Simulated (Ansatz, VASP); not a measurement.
## ZrSi2: VASP beside Ansatz

INCAR

```
SYSTEM = ZrSi2
PREC = Accurate
ENCUT = 520
EDIFF = 1E-7
ISMEAR = 0
SIGMA = 0.1
LREAL = .False.
LASPH = .True.
NELM = 60
ALGO = Normal
ISIF = 2
LWAVE = .False.
LCHARG = .False.
GGA = PE
NBANDS = 29
```

The input KPOINTS:

```
Automatic mesh
0
Gamma
  6 6 6
  0 0 0
```

Contents of POSCAR:

```
ZrSi2
1.0
    1.8530000000     -7.3675000000      0.0000000000
    1.8530000000      7.3675000000      0.0000000000
    0.0000000000      0.0000000000      3.6720000000
Zr Si
2 4
Direct
    0.8946000000      0.1054000000      0.7500000000
    0.1054000000      0.8946000000      0.2500000000
    0.5522000000      0.4478000000      0.7500000000
    0.4478000000      0.5522000000      0.2500000000
    0.2496000000      0.7504000000      0.7500000000
    0.7504000000      0.2496000000      0.2500000000
```

Input for Ansatz:

```yaml
crystal:
  lattice:
    - [1.853, -7.3675, 0.0]
    - [1.853, 7.3675, 0.0]
    - [0.0, 0.0, 3.672]
  atoms:
    - { symbol: Zr, position: [0.8946, 0.1054, 0.75] }
    - { symbol: Zr, position: [0.1054, 0.8946, 0.25] }
    - { symbol: Si, position: [0.5522, 0.4478, 0.75] }
    - { symbol: Si, position: [0.4478, 0.5522, 0.25] }
    - { symbol: Si, position: [0.2496, 0.7504, 0.75] }
    - { symbol: Si, position: [0.7504, 0.2496, 0.25] }
basis:
  ecutwfc: 420
kpoints:
  mp_grid: { grid: [6, 6, 6] }
hamiltonian:
  xc: pbe
scf:
  occupations: { method: gaussian, width: 0.1 }
  lower_state_search: "off"
output:
  forces: true
  stress: true
  eigenvalues: true
```

Alike in both runs: task single point; functional PBE; k mesh 6 × 6 × 6; occupations gaussian, width 0.1 eV; no spin polarisation.

|  | VASP | Ansatz |
| --- | --- | --- |
| version | VASP 6.6.1 | Ansatz 0.2.0 |
| potentials or method | VASP PAW PBE potentials, release 64 (Zr_sv, Si), cutoff 520 eV | scalar-relativistic, plane waves, PAW |
| valence electrons in the cell | 40 | 40 |

```tsv
	VASP	Ansatz	Ansatz less VASP
gap on the k mesh at the Fermi level (eV)	none	none	-
pressure (GPa)	1.0	1.0	-0.02
traceless stress, the component that is largest in VASP (GPa)	0.28	0.28	-0.005
rms of the force components (eV/Å)	0.075	0.079	+0.0036
```

Atom by atom the forces differ by 0.004 eV/Å (rms over components). A gap of «none» marks a metal or a gap that the smearing closes. The functional is the same, so the differences come from potentials, cutoffs and numerics.
